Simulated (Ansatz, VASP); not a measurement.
# BaSi4 in VASP and in Ansatz

File INCAR:

```
PREC = Accurate
ENCUT = 600
EDIFF = 1E-7
ISMEAR = 0
SIGMA = 0.1
LREAL = False
LASPH = True
NELM = 100
ALGO = Normal
ISIF = 3
LWAVE = False
LCHARG = False
GGA = PE
IBRION = 2
NSW = 100
EDIFFG = -0.01
```

The input KPOINTS:

```
Automatic mesh
0
Gamma
  8 8 8
```

Contents of POSCAR:

```
BaSi4
1.0
    5.4553107176      0.0000000000      0.0000000000
    0.0000000000      5.4553107176      0.0000000000
    0.0000000000      0.0000000000      4.5807499574
Ba Si
1 4
Direct
    0.5000000000      0.5000000000      0.0000000000
    0.2987414891      0.0000000000      0.5000000000
    0.7012585109      0.0000000000      0.5000000000
    0.0000000000      0.2987414891      0.5000000000
    0.0000000000      0.7012585109      0.5000000000
```

Input for Ansatz:

```yaml
crystal:
  lattice:
    - [5.4553107176, 0.0, 0.0]
    - [0.0, 5.4553107176, 0.0]
    - [0.0, 0.0, 4.5807499574]
  atoms:
    - { symbol: Ba, position: [0.5, 0.5, 0.0] }
    - { symbol: Si, position: [0.2987414891, 0.0, 0.5] }
    - { symbol: Si, position: [0.7012585109, 0.0, 0.5] }
    - { symbol: Si, position: [0.0, 0.2987414891, 0.5] }
    - { symbol: Si, position: [0.0, 0.7012585109, 0.5] }
basis:
  ecutwfc: 420
kpoints:
  mp_grid: { grid: [8, 8, 8] }
hamiltonian:
  xc: pbe
scf:
  occupations: { method: gaussian, width: 0.1 }
output:
  forces: true
  stress: true
  eigenvalues: true
relax:
  adjacent_minimum: "off"
  f_tol: 0.01
  max_steps: 80
  cell: { stress_tol: 0.05 }
```

Alike in both runs: task relaxation of cell and atoms; functional PBE; k mesh 8 × 8 × 8; occupations gaussian, width 0.1 eV; no spin polarisation.

|  | VASP | Ansatz |
| --- | --- | --- |
| version | VASP 6.6.1 | Ansatz 0.2.0 |
| potentials or method | VASP PAW PBE potentials, release 64 (Ba_sv, Si), cutoff 600 eV | scalar-relativistic, plane waves, PAW |
| valence electrons in the cell | 26 | 26 |

Ansatz gave:

* gap on the k mesh at the Fermi level, each at its own relaxed structure (eV): none
* relaxed volume (Å³/atom): 26.83
* relaxed length of the cell vector where the two differ most in proportion (Å): 4.488

Question: Estimate VASP's values.

Answer: gap on the k mesh at the Fermi level, each at its own relaxed structure (eV): none; relaxed volume (Å³/atom): 27.05; relaxed length of the cell vector where the two differ most in proportion (Å): 4.522.

A gap of «none» marks a metal or a gap that the smearing closes.

Neither program's run includes spin-orbit coupling.
